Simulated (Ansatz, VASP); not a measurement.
**MnSn3 in VASP and in Ansatz**

File INCAR:

```
PREC     = Accurate       # precision mode
ENCUT    = 520            # plane-wave cutoff, eV
EDIFF    = 1E-6           # SCF threshold, eV
ISMEAR   = 0              # smearing method
SIGMA    = 0.1            # smearing width, eV
LREAL    = False          # projectors in reciprocal space
LASPH    = True           # aspherical terms in the spheres
NELM     = 80             # most SCF steps
ALGO     = Fast           # electronic algorithm
ISIF     = 2              # what is computed and relaxed
LWAVE    = False          # write WAVECAR
LCHARG   = False          # write CHGCAR
GGA      = PS             # functional
NBANDS   = 36             # bands
```

KPOINTS

```
regular mesh
0
Gamma
  10 10 10
```

The input POSCAR:

```
MnSn3
1.0
    4.5142541880      0.0000000000      0.0000000000
    0.0000000000      4.5142541880      0.0000000000
    0.0000000000      0.0000000000      4.5142541880
Sn Mn
3 1
Direct
    0.0000000000      0.5000000000      0.5000000000
    0.5000000000      0.0000000000      0.5000000000
    0.5000000000      0.5000000000      0.0000000000
    0.0000000000      0.0000000000      0.0000000000
```

Input for Ansatz:

```yaml
crystal:
  lattice:
    - [4.514254188, 0.0, 0.0]
    - [0.0, 4.514254188, 0.0]
    - [0.0, 0.0, 4.514254188]
  atoms:
    - { symbol: Sn, position: [0.0, 0.5, 0.5] }
    - { symbol: Sn, position: [0.5, 0.0, 0.5] }
    - { symbol: Sn, position: [0.5, 0.5, 0.0] }
    - { symbol: Mn, position: [0.0, 0.0, 0.0] }
basis:
  ecutwfc: 420
kpoints:
  mp_grid: { grid: [10, 10, 10] }
hamiltonian:
  xc: pbesol
scf:
  occupations: { method: gaussian, width: 0.1 }
  lower_state_search: "off"
output:
  forces: true
  stress: true
  eigenvalues: true
```

Alike in both runs: task single point; functional PBEsol; k mesh 10 × 10 × 10; occupations gaussian, width 0.1 eV; no spin polarisation.

|  | VASP | Ansatz |
| --- | --- | --- |
| version | VASP 6.6.1 | Ansatz 0.2.0 |
| potentials or method | VASP PAW PBE potentials, release 64 (Sn_d, Mn_pv), cutoff 520 eV | scalar-relativistic, plane waves, PAW |
| valence electrons in the cell | 55 | 57 |

```tsv
	VASP	Ansatz	Ansatz less VASP
gap on the k mesh at the Fermi level (eV)	none	none	-
pressure (GPa)	-6.6	-6.6	+0.04
```

VASP's potentials were made for PBE, not for PBEsol. A gap of «none» marks a metal or a gap that the smearing closes. The functional is the same, so the differences come from potentials, cutoffs and numerics. VASP's potentials hold 55 valence electrons a cell and Ansatz's 57, so a difference there can come from the potentials and not from the codes.
